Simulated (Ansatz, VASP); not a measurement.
# MoS in VASP and in Ansatz

The input INCAR:

```
PREC     = Accurate       # precision mode
ENCUT    = 520            # plane-wave cutoff, eV
EDIFF    = 1E-6           # SCF threshold, eV
ISMEAR   = 0              # smearing method
SIGMA    = 0.1            # smearing width, eV
LREAL    = False          # projectors in reciprocal space
LASPH    = True           # aspherical terms in the spheres
NELM     = 150            # most SCF steps
ALGO     = Normal         # electronic algorithm
ISIF     = 2              # what is computed and relaxed
LWAVE    = False          # write WAVECAR
LCHARG   = False          # write CHGCAR
ISPIN    = 2              # spin polarisation
MAGMOM   = 0.5 0          # initial moments
LORBIT   = 11             # projections on sites
LMAXMIX  = 4              # l up to which the mixer works
LDAU     = True           # DFT+U
LDAUTYPE = 2            
LDAUL    = 2 -1           # shell
LDAUU    = 4.38 0         # U, eV
LDAUJ    = 0 0          
LDAUPRINT= 1            
GGA      = PE             # functional
NBANDS   = 21             # bands
```

File KPOINTS:

```
regular mesh
0
Gamma
  14 14 14
```

POSCAR

```
MoS
1.0
    3.1141191221      0.0000000000      0.0000000000
    0.0000000000      3.1141191221      0.0000000000
    0.0000000000      0.0000000000      3.1141191221
Mo S
1 1
Direct
    0.0000000000      0.0000000000      0.0000000000
    0.5000000000      0.5000000000      0.5000000000
```

Input for Ansatz:

```yaml
crystal:
  lattice:
    - [3.1141191185, 0.0, 0.0]
    - [0.0, 3.1141191185, 0.0]
    - [0.0, 0.0, 3.1141191185]
  atoms:
    - { symbol: Mo, position: [0.0, 0.0, 0.0], spin: 0.5 }
    - { symbol: S, position: [0.5, 0.5, 0.5] }
basis:
  ecutwfc: 420
kpoints:
  mp_grid: { grid: [14, 14, 14] }
hamiltonian:
  xc: pbe
  hubbard: { sites: [{ species: Mo, l: d, u_eff: 4.38 }] }
scf:
  occupations: { method: gaussian, width: 0.1 }
output:
  forces: true
  stress: true
  eigenvalues: true
  populations: true
  write_density: true
  write_potential: true
  elf: true
  volumetric_format: npy
magnetization:
  spin_polarized: true
```

Alike in both runs: task single point; functional PBE; k mesh 14 × 14 × 14; occupations gaussian, width 0.1 eV; collinear spin; Hubbard terms Mo d U = 4.38 eV.

|  | VASP | Ansatz |
| --- | --- | --- |
| version | VASP 6.6.1 | Ansatz 0.2.0 |
| potentials or method | VASP PAW PBE potentials, release 64 (Mo_sv, S), cutoff 520 eV | scalar-relativistic, plane waves, PAW |
| valence electrons in the cell | 20 | 20 |

VASP gave:

- gap on the k mesh at the Fermi level (eV): none
- pressure (GPa): -13.0
- net moment per atom (μB): 0.00
- size of the moment on the site where the two differ most (μB): 0.00

Q: What did Ansatz give for the same quantities?

A: gap on the k mesh at the Fermi level (eV): none; pressure (GPa): 0.0; net moment per atom (μB): 0.93; size of the moment on the site where the two differ most (μB): 1.69.

The net moments are unlike, so the other rows may belong to different states. Site moments also hang on the region over which each program counts them. The programs project onto different local orbitals, so the same U acts differently, and such runs can settle in different states. A gap of «none» marks a metal or a gap that the smearing closes. Ansatz's warnings: filled band counts differ across k points.
